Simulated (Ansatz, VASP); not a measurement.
One calculation of Hf2H5, two programs

```
Hf H
1.0
     1.64085    0.94735    5.99083
    -1.64085    0.94735    5.99083
     0.00000   -1.89469    5.99083
Hf H
2 5
Direct
  0.98811 0.98811 0.98811
  0.49491 0.49491 0.49491
  0.70539 0.70539 0.70539
  0.35233 0.35233 0.35233
  0.86784 0.86784 0.86784
  0.11419 0.11419 0.11419
  0.60224 0.60224 0.60224
```

Change from the starting cell: species swapped into the Cu5Ge2 type (R3m, No. 160).

Alike in both runs: functional PBE; k mesh 12 × 12 × 12; occupations gaussian, width 0.1 eV; no spin polarisation.

Ansatz relaxed the structure, and its values are those at the end. VASP's run is a single point on that final structure, the one shown.

|  | VASP | Ansatz |
| --- | --- | --- |
| version | VASP 6.6.1 | Ansatz 0.2.0 |
| potentials or method | VASP PAW PBE potentials, release 64 (Hf_pv, H), cutoff 520 eV | scalar-relativistic, plane waves, PAW |
| valence electrons in the cell | 25 | 57 |

|  | VASP | Ansatz | Ansatz less VASP |
| --- | --- | --- | --- |
| gap on the k mesh at the Fermi level (eV) | none | none | - |
| pressure (GPa) | -0.8 | 0.0 | +0.79 |

A gap of «none» marks a metal or a gap that the smearing closes. The functional is the same, so the differences come from potentials, cutoffs and numerics. VASP's potentials hold 25 valence electrons a cell and Ansatz's 57, so a difference there can come from the potentials and not from the codes.

Spin-orbit coupling is off throughout.
